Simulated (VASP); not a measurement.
Wanted: the native input for a VASP 6.6.1 run.

```
Task                   : electric field gradients
Functional             : LDA
Potentials or basis    : VASP PAW LDA potentials, release 64 (Ga_d)
Cutoff                 : 520 eV
k mesh                 : 12 × 12 × 10
Occupations            : fermi-dirac, width 0.08 eV
Spin                   : no spin polarisation
Dipole correction      : no
Further INCAR settings : ALGO = Normal; EDIFF = 1e-08; NBANDS = 20
```

The structure of Ga lies in POSCAR:

```
Ga
1.0
    1.4451504654     -4.0514045807      0.0000000000
    1.4451504654      4.0514045807      0.0000000000
    0.0000000000      0.0000000000      3.1593979141
Ga
2
Direct
    0.8670000000      0.1330000000      0.2500000000
    0.1330000000      0.8670000000      0.7500000000
```

One way to write it, as run:

INCAR

```
ALGO = Normal
EDIFF = 1E-8
ENCUT = 520
GGA = CA
ISIF = 2
ISMEAR = -1
LASPH = T
LCHARG = F
LEFG = T
LREAL = F
LWAVE = F
NBANDS = 20
NELM = 100
PREC = Accurate
SIGMA = 0.08
```

KPOINTS

```
k-points
0
Gamma
  12 12 10
```

Potentials or basis: VASP PAW LDA potentials, release 64 (Ga_d).

Run with:

```sh
$ cat potpaw_LDA.64/Ga_d/POTCAR > POTCAR
$ mpirun -np 1 vasp_std > vasp.out
```

It gave:

```yaml
Pressure: -3.3 GPa
Largest_force: 0.186 eV/Å
Band_gap_on_the_k_mesh: zero (bands 13 and 14 overlap by 9.37 eV)
Largest_electric_field_gradient_by_atom: Ga -27.8 V/Å²
```

Caveat: the cell stands under tension; without QUAD_EFG the Cq values of the log hold for a quadrupole moment of 1 mb, not for the nuclei.

It took 100 s on 1 thread of AMD EPYC 9R45 96-Core Processor (Zen 5), with other jobs on the host, peak memory 0.23 GiB.
